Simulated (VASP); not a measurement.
A run of VASP 6.6.1:

INCAR

```
SYSTEM = In
ALGO = Fast ; EDIFF = 1E-6
ENCUT = 520 ; GGA = PE
ISIF = 2 ; ISMEAR = 0
IVDW = 12 ; LASPH = .TRUE.
LCHARG = .TRUE. ; LELF = .TRUE.
LREAL = .FALSE. ; LVHAR = .TRUE.
LWAVE = .FALSE. ; NBANDS = 20
NELM = 100 ; PREC = Accurate
SIGMA = 0.15
```

File KPOINTS:

```
k-points
0
G
  18 18 10
  0 0 0
```

Contents of POSCAR:

```
In
1.0
    3.4355493255      0.0000000000      0.0000000000
   -1.7177746627      2.9752729918      0.0000000000
    0.0000000000      0.0000000000      5.5091429200
In
2
Direct
    0.3333333333      0.6666666667      0.2500000000
    0.6666666667      0.3333333333      0.7500000000
```

Potentials or basis: VASP PAW PBE potentials, release 64 (In_d).

Run with:

```bash
$ cat potpaw_PBE.64/In_d/POTCAR > POTCAR
$ mpirun -np 1 vasp_std > vasp.out
```

Hardware: 1 thread of AMD EPYC 9R45 96-Core Processor (Zen 5), on a shared host.

**Question.** How long does it take, and how much memory?

**Answer.** Wall time 2.4 min on 1 thread of AMD EPYC 9R45 96-Core Processor (Zen 5) (shared host), peak memory 0.3 GiB. Counts: scf iterations 14, k points 222.
